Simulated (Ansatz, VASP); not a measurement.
# Two plane-wave programs on Ta2N

```
Ta N
1.0
     5.34998    0.00000    0.00000
    -2.67499    4.63322    0.00000
     0.00000    0.00000    4.88935
Ta N
6 3
Direct
  0.65531 0.65531 0.75285
  0.00000 0.34469 0.75285
  0.34469 0.00000 0.75285
  0.34469 0.34469 0.24715
  0.00000 0.65531 0.24715
  0.65531 0.00000 0.24715
  0.66667 0.33333 0.50000
  0.33333 0.66667 0.50000
  0.00000 0.00000 0.00000
```

Alike in both runs: task single point; functional PBE; k mesh 9 × 9 × 8; occupations gaussian, width 0.15 eV; no spin polarisation.

|  | VASP | Ansatz |
| --- | --- | --- |
| version | VASP 6.6.1 | Ansatz 0.2.0 |
| potentials or method | VASP PAW PBE potentials, release 64 (Ta_pv, N), cutoff 520 eV | scalar-relativistic, plane waves, PAW |
| valence electrons in the cell | 81 | 93 |

|  | VASP | Ansatz | Ansatz less VASP |
| --- | --- | --- | --- |
| gap on the k mesh at the Fermi level (eV) | none | none | - |
| pressure (GPa) | 1.5 | 1.0 | -0.48 |
| traceless stress, the component that is largest in VASP (GPa) | 4.33 | 4.37 | +0.040 |
| rms of the force components (eV/Å) | 0.722 | 0.720 | -0.0024 |

Atom by atom the forces differ by 0.010 eV/Å (rms over components). A gap of «none» marks a metal or a gap that the smearing closes. VASP's potentials hold 81 valence electrons a cell and Ansatz's 93, so a difference there can come from the potentials and not from the codes.

Spin-orbit coupling is off throughout.
